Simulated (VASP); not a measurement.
# SnO2 (R-3m) in VASP: a series of runs

The runs below take SnO2 through single point, with PBE.

Program: VASP 6.6.1. These are calculated values, not measurements. Logs are shortened: lines on timing, memory, paths and dates and some standing lists are left out, and cuts for length are marked.

## (1) The cell of the first run

It takes space group R-3m (No. 166, trigonal). Conventional cell: a = 3.262 Å, b = 3.262 Å, c = 14.885 Å, α = 90.00°, β = 90.00°, γ = 120.00°. Sn (site symmetry -3m) has 6 O at 2.03 Å within 2.7 Å. Within 2.7 Å of O (site symmetry 3m) lie 3 Sn at 2.03 Å and 3 O at 2.42 Å.

## (2) Single point, PBE

INCAR

```
SYSTEM = SnO2
  ALGO = Normal
  EDIFF = 1E-6
  ENCUT = 520
  GGA = PE
  ISIF = 2
  ISMEAR = 0
  LASPH = .TRUE.
  LCHARG = .FALSE.
  LREAL = .FALSE.
  LWAVE = .FALSE.
  NBANDS = 20
  NELM = 80
  PREC = Accurate
  SIGMA = 0.05
```

KPOINTS

```
k-points
0
G
  12 12 12
  0 0 0
```

POSCAR

```
SnO2
1.0
    1.6310229378      0.9416715322      4.9616252294
   -1.6310229378      0.9416715322      4.9616252294
    0.0000000000     -1.8833430644      4.9616252294
Sn O
1 2
Direct
    0.5000000000      0.5000000000      0.5000000000
    0.2176001231      0.2176001231      0.2176001231
    0.7823998769      0.7823998769      0.7823998769
```

Potentials or basis: VASP PAW PBE potentials, release 64 (Sn_d, O).

Command:

```sh
cat potpaw_PBE.64/Sn_d/POTCAR potpaw_PBE.64/O/POTCAR > POTCAR
mpirun -np 1 vasp_std > vasp.out
```

OUTCAR:

```text
SYSTEM = SnO2
   EDIFF = 1E-6
   ENCUT = 520
   GGA = PE
   ISIF = 2
   ISMEAR = 0
   LASPH = .TRUE.
   LREAL = .FALSE.
   NELM = 80
   PREC = Accurate

 ion  position               nearest neighbor table
   1  0.500  0.500  0.500-   2 2.03   2 2.03   3 2.03   3 2.03   2 2.03   3 2.03
   2  0.218  0.218  0.218-   1 2.03   1 2.03   1 2.03
   3  0.782  0.782  0.782-   1 2.03   1 2.03   1 2.03

  LATTYP: Found a trigonal (rhomboedric) cell.
 ALAT       =     5.3070430576
 COS(alpha) =     0.8110943660

  Lattice vectors:

 A1 = (   1.6310229378,   0.9416715322,   4.9616252294)
 A2 = (  -1.6310229378,   0.9416715322,   4.9616252294)
 A3 = (   0.0000000000,  -1.8833430644,   4.9616252294)

Analysis of symmetry for initial positions (statically):
=====================================================================
 Subroutine PRICEL returns:
 Original cell was already a primitive cell.

 Routine SETGRP: Setting up the symmetry group for a
 trigonal (rhombohedral) supercell.

 Subroutine GETGRP returns: Found 12 space group operations
 (whereof 12 operations were pure point group operations)
 out of a pool of 12 trial point group operations.

The static configuration has the point symmetry D_3d.

Analysis of symmetry for dynamics (positions and initial velocities):
=====================================================================
 Subroutine PRICEL returns:
 Original cell was already a primitive cell.

 Routine SETGRP: Setting up the symmetry group for a
 trigonal (rhombohedral) supercell.

 Subroutine GETGRP returns: Found 12 space group operations
 (whereof 12 operations were pure point group operations)
 out of a pool of 12 trial point group operations.

The dynamic configuration has the point symmetry D_3d.

 Subroutine INISYM returns: Found 12 space group operations
 (whereof 12 operations are pure point group operations),
 and found     1 'primitive' translations

----------------------------------------------------------------------------------------

                                     Primitive cell

  volume of cell :      45.7230

  direct lattice vectors                    reciprocal lattice vectors
     1.631022938  0.941671532  4.961625229     0.306556081  0.176990236  0.067182288
    -1.631022938  0.941671532  4.961625229    -0.306556081  0.176990236  0.067182288
     0.000000000 -1.883343064  4.961625229     0.000000000 -0.353980472  0.067182288

[... 82 lines left out ...]
   LASPH  =      T    aspherical Exc in radial PAW
   ENCUT  =  520.0 eV  38.22 Ry    6.18 a.u.   9.87  9.87  9.87*2*pi/ulx,y,z
   NELM   =     80;   NELMIN=  2; NELMDL= -5     # of ELM steps
   EDIFF  = 0.1E-05   stopping-criterion for ELM
   LREAL  =      F    real-space projection
   EDIFFG = 0.1E-04   stopping-criterion for IOM
   NSW    =      0    number of steps for IOM
   IBRION =     -1    ionic relax: 0-MD 1-quasi-New 2-CG
   NFREE  =      0    steps in history (QN), initial steepest desc. (CG)
   ISIF   =      2    stress and relaxation
   ISYM   =      2    0-nonsym 1-usesym 2-fastsym
   POTIM  = 0.5000    time-step for ionic-motion
   TEBEG  =    0.0;   TEEND  =   0.0 temperature during run
   PSTRESS=    0.0 pullay stress
   NELECT =      26.0000    total number of electrons
   NUPDOWN=      -1.0000    fix difference up-down
   EMIN   =  10.00;   EMAX   =-10.00  energy-range for DOS
   EFERMI =   0.00;   METHOD = LEGACY
   ISMEAR =     0;   SIGMA  =   0.05  broadening in eV -4-tet -1-fermi 0-gaus
   EFERMI_NEDOS =   21; number of points for ismear=-14 and -15
   IALGO  =     38    algorithm
   IMIX   =      4    mixing-type and parameters
     AMIX     =   0.40;   BMIX     =  1.00
     AMIX_MAG =   1.60;   BMIX_MAG =  1.00
  volume/ion in A,a.u.               =      15.24       102.85
  Fermi-wavevector in a.u.,A,eV,Ry     =   1.356296  2.563027 25.028433  1.839538
  Thomas-Fermi vector in A             =   2.483311
   LORBIT       =      0    0 simple, 1 ext, 2 COOP (PROOUT), +10 PAW based schemes
   GGA     = PE    functional components
   LHFCALC =     F    Hartree Fock is set to
   AEXX    =    0.0000 exact exchange contribution
   IVDW    =     0    specifies the selected vdW correction
   LEPSILON=     F    determine dielectric tensor
   LRPA    =     F    only Hartree local field effects (RPA)
 non-spin polarized calculation
 Gauss-broadening in eV      SIGMA  =   0.05
  energy-cutoff  :      520.00
  volume of cell :       45.72
 maximum number of plane-waves:      1248
   NGX = 19   NGY = 19   NGZ = 19

 number of electron      25.9999999 magnetization

 Free energy of the ion-electron system (eV)
  ---------------------------------------------------
  ext. energy  EPLUGINS =         0.00000000
  ---------------------------------------------------
  free energy    TOTEN  =       -17.39463275 eV

  energy without entropy =      -17.39463275  energy(sigma->0) =      -17.39463275

 E-fermi :   3.2833     XC(G=0):  -9.4085

 val. band max:        3.0209776640   @ k =  -0.3333   0.3333   0.0000
 cond. band min:       5.1454456476   @ k =   0.0000   0.0000   0.0000
 fundamental gap:      2.1244679836
 Fermi energy:         3.2832719480

 k-point     1 :       0.0000    0.0000    0.0000
  band No.  band energies     occupation
      1     -17.5795      2.00000
      2     -16.7333      2.00000
      3     -16.7333      2.00000
      4     -16.4599      2.00000
      5     -16.4599      2.00000
      6     -15.2044      2.00000
[... 541 lines left out ...]
     19      17.3178      0.00000
     20      17.7023      0.00000

 [... further k-points ...]

------------------------ aborting loop because EDIFF is reached ----------------------------------------

  FORCE on cell =-STRESS in cart. coord.  units (eV):
  Direction    XX          YY          ZZ          XY          YZ          ZX
  --------------------------------------------------------------------------------------
  -------------------------------------------------------------------------------------
  Total        6.0549950      6.0549950      5.0282008      0.0000000      0.0000000      0.0000000
  in kB      212.1727736    212.1727736    176.1929292      0.0000000      0.0000000      0.0000000
  external PRESSURE =     200.1794922 kB  Pullay stress =       0.0000000 kB

 VOLUME and BASIS-vectors are now :
 -----------------------------------------------------------------------------
  energy-cutoff  :      520.00
  volume of cell :       45.72
      direct lattice vectors                 reciprocal lattice vectors
     1.631022938  0.941671532  4.961625229     0.306556081  0.176990236  0.067182288
    -1.631022938  0.941671532  4.961625229    -0.306556081  0.176990236  0.067182288
     0.000000000 -1.883343064  4.961625229     0.000000000 -0.353980472  0.067182288

 POSITION                                       TOTAL-FORCE (eV/Angst)
 -----------------------------------------------------------------------------------
      0.00000      0.00000      7.44244         0.000000      0.000000      0.000000
      0.00000      0.00000      3.23895        -0.000000      0.000000      3.446922
      0.00000      0.00000     11.64592        -0.000000     -0.000000     -3.446922
 -----------------------------------------------------------------------------------
    total drift:                                0.000000      0.000000     -0.000000

  FREE ENERGIE OF THE ION-ELECTRON SYSTEM (eV)
  ---------------------------------------------------
  free  energy   TOTEN  =       -17.3946327455 eV

  energy  without entropy=      -17.3946327455  energy(sigma->0) =      -17.39463275
```

It took 5.6 min on 1 thread of Intel Xeon 6975P-C, shared host; peak memory 0.35 GiB.

Results:

```
Free energy            : -17.3946 eV
Pressure               : 20.0 GPa
Largest force          : 3.447 eV/Å
Band gap on the k mesh : 2.12 eV, indirect (least direct gap 3.29 eV)
```

Forces in eV/Å, atoms in the order of the input:
```
Sn   0.000  0.000  0.000
O    0.000  0.000  3.447
O    0.000  0.000 -3.447
```

Levels at points of the mesh, in eV from the valence-band top:
```tsv
k point	band 9	band 10	band 11	band 12	band 13	band 14	band 15	band 16	band 17	band 18
(0.00, 0.00, 0.00)	-1.77	-1.77	-1.49	-1.49	-1.16	2.12	6.51	9.67	11.30	11.30
(0.50, 0.00, 0.00)	-4.34	-4.27	-0.87	-0.59	-0.30	6.27	7.74	9.23	11.25	13.58
(0.50, 0.50, 0.00)	-4.45	-4.30	-0.72	-0.35	-0.26	6.20	6.90	9.83	11.12	14.70
(0.50, 0.50, 0.50)	-1.79	-1.79	-1.79	-1.48	-1.48	3.06	5.96	10.20	11.43	11.43
```

Caveat: spin-orbit coupling is left out, which moves the levels of the heavy elements; forces of over 1 eV/Å act on the atoms, so gaps and moduli don't describe the material at rest. A k mesh can miss the band edges.

## (3) Single point, PBE

INCAR

```
SYSTEM = SnO2
ALGO = Normal
EDIFF = 1E-6
ENCUT = 520
GGA = PE
ISIF = 2
ISMEAR = 0
LASPH = .TRUE.
LCHARG = .TRUE.
LELF = .TRUE.
LREAL = .FALSE.
LVHAR = .TRUE.
LWAVE = .FALSE.
NBANDS = 20
NELM = 80
PREC = Accurate
SIGMA = 0.05
```

KPOINTS is that of step 2.

POSCAR

```
SnO2
1.0
    1.6310229378      0.9416715322      4.9616252294
   -1.6310229378      0.9416715322      4.9616252294
    0.0000000000     -1.8833430644      4.9616252294
Sn O
1 2
Direct
    0.5000000000      0.5000000000      0.5000000000
    0.2521652253      0.2521652253      0.2521652253
    0.7478347747      0.7478347747      0.7478347747
```

Potentials or basis: VASP PAW PBE potentials, release 64 (Sn_d, O).

Command:

```sh
cat potpaw_PBE.64/Sn_d/POTCAR potpaw_PBE.64/O/POTCAR > POTCAR
mpirun -np 1 vasp_std > vasp.out
```

OUTCAR:

```text
SYSTEM = SnO2
   EDIFF = 1E-6
   ENCUT = 520
   GGA = PE
   ISIF = 2
   ISMEAR = 0
   LASPH = .TRUE.
   LREAL = .FALSE.
   NELM = 80
   PREC = Accurate

 ion  position               nearest neighbor table
   1  0.500  0.500  0.500-   2 2.27   2 2.27   3 2.27   3 2.27   2 2.27   3 2.27
   2  0.252  0.252  0.252-   1 2.27   1 2.27   1 2.27
   3  0.748  0.748  0.748-   1 2.27   1 2.27   1 2.27

  LATTYP: Found a trigonal (rhomboedric) cell.
 ALAT       =     5.3070430576
 COS(alpha) =     0.8110943660

[... 744 lines left out ...]

  FORCE on cell =-STRESS in cart. coord.  units (eV):
  Direction    XX          YY          ZZ          XY          YZ          ZX
  --------------------------------------------------------------------------------------
  -------------------------------------------------------------------------------------
  Total       -3.3798818     -3.3798818     -7.1380098      0.0000000     -0.0000000     -0.0000000
  in kB     -118.4342680   -118.4342680   -250.1226407      0.0000000     -0.0000000     -0.0000000
  external PRESSURE =    -162.3303922 kB  Pullay stress =       0.0000000 kB

 VOLUME and BASIS-vectors are now :
 -----------------------------------------------------------------------------
  energy-cutoff  :      520.00
  volume of cell :       45.72
      direct lattice vectors                 reciprocal lattice vectors
     1.631022938  0.941671532  4.961625229     0.306556081  0.176990236  0.067182288
    -1.631022938  0.941671532  4.961625229    -0.306556081  0.176990236  0.067182288
     0.000000000 -1.883343064  4.961625229     0.000000000 -0.353980472  0.067182288

 POSITION                                       TOTAL-FORCE (eV/Angst)
 -----------------------------------------------------------------------------------
      0.00000      0.00000      7.44244        -0.000000      0.000000     -0.000000
      0.00000      0.00000      3.75345         0.000000      0.000000     -2.984312
      0.00000      0.00000     11.13143         0.000000      0.000000      2.984312
 -----------------------------------------------------------------------------------
    total drift:                               -0.000000      0.000000     -0.000000

  FREE ENERGIE OF THE ION-ELECTRON SYSTEM (eV)
  ---------------------------------------------------
  free  energy   TOTEN  =       -17.3298260531 eV

  energy  without entropy=      -17.3298260531  energy(sigma->0) =      -17.32982605
```

It took 5.5 min on 1 thread of Intel Xeon 6975P-C, shared host; peak memory 0.34 GiB.

What came out:

* Free energy: -17.3298 eV
* Pressure: -16.2 GPa
* Largest force: 2.984 eV/Å
* Band gap on the k mesh: 1.24 eV, indirect (least direct gap 1.25 eV)

Forces in eV/Å, atoms in the order of the input:
```
Sn   0.000  0.000  0.000
O    0.000  0.000 -2.984
O    0.000  0.000  2.984
```

Caveat: spin-orbit coupling is left out, which moves the levels of the heavy elements; forces of over 1 eV/Å act on the atoms, so gaps and moduli don't describe the material at rest. A k mesh can miss the band edges.

(Part 1 of 3 ends here.)
